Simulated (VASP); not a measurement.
Runs of VASP 6.6.1 on Hg. The structure is that of space group Fd-3m (No. 227), or close to it. The cells are those of the table. 

```csv
cell,gap on the mesh (eV),pressure (GPa)
"a = 4.576 Å, angles 60.0°, 2 atoms",none,4.5
"a = 4.157 Å, angles 60.0°, 2 atoms",none,27.3
"a = 4.951 Å, angles 60.0°, 2 atoms",none,(a)
"a = 4.363 Å, angles 60.0°, 2 atoms",none,12.1
```

Alike in all rows: task single point; level PBE; potentials or basis VASP PAW PBE potentials, release 64 (Hg); no spin polarisation; k mesh 11 × 11 × 11; cutoff (eV) 520; smearing fermi-dirac 0.05 eV.

Problem. Fill in the values left out.

Solution. (a) 0.5.

Caveats: spin-orbit coupling is left out, which moves the levels of the heavy elements; the cell stands under pressure (at least some runs).

A k mesh can miss the band edges, and the runs leave out spin-orbit coupling on Hg.

A gap of «none» marks levels without a gap at the run's occupations.
